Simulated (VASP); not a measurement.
## ScTa2N3: single point with PBE

ScTa2N3:

```
Sc Ta N
1.0
     2.82372    1.63028    2.94018
    -2.82372    1.63028    2.94018
     0.00000   -3.26055    2.94018
Sc Ta N
1 2 3
Direct
  0.00000 0.00000 0.00000
  0.69597 0.69597 0.69597
  0.30403 0.30403 0.30403
  0.00000 0.50000 0.00000
  0.50000 0.00000 0.00000
  0.00000 0.00000 0.50000
```

- Program: VASP 6.6.1
- Task: single point
- Functional: PBE
- Potentials or basis: VASP PAW PBE potentials, release 64 (Sc_sv, Ta_sv_GW, N)
- Cutoff: 600 eV
- k mesh: 6 × 6 × 6
- Occupations: gaussian, width 0.1 eV
- Spin: no spin polarisation
- Dipole correction: no
- Second run: valence_matched
- Further INCAR settings: ALGO = Normal; EDIFF = 1e-06; NBANDS = 35

| Item | Value |
| --- | --- |
| Pressure | 0.4 GPa |
| Largest force | 0.018 eV/Å |
| Band gap on the k mesh | zero (band 26 reaches 8.38 eV, above the bottom of band 27 at 7.34 eV) |

Forces in eV/Å, atoms in the order of the input:
```
Sc   0.000  0.000  0.000
Ta   0.000  0.000 -0.018
Ta   0.000  0.000  0.018
N    0.000  0.000  0.000
N    0.000  0.000  0.000
N    0.000  0.000  0.000
```

Levels at points of the mesh, in eV from the Fermi level:
```tsv
k point	band 22	band 23	band 24	band 25	band 26	band 27	band 28	band 29	band 30	band 31
(0.00, 0.00, 0.00)	-2.48	-2.04	-2.04	-1.84	-1.16	-0.82	-0.82	0.18	0.18	3.49
(0.50, 0.00, 0.00)	-4.52	-3.92	-2.62	-1.49	0.22	0.69	1.73	1.83	1.92	2.33
(0.50, 0.50, 0.00)	-4.43	-4.11	-2.43	-0.82	-0.25	0.31	0.88	0.98	1.20	1.41
(0.50, 0.50, 0.50)	-4.43	-4.43	-1.71	-1.27	-0.30	-0.30	1.51	1.51	2.20	2.74
```

Wall time 3.5 min on 1 thread of Intel(R) Xeon(R) Platinum 8488C (Sapphire Rapids), with other jobs on the host, peak memory 0.27 GiB.

Caveat: spin-orbit coupling is left out, which moves the levels of the heavy elements.
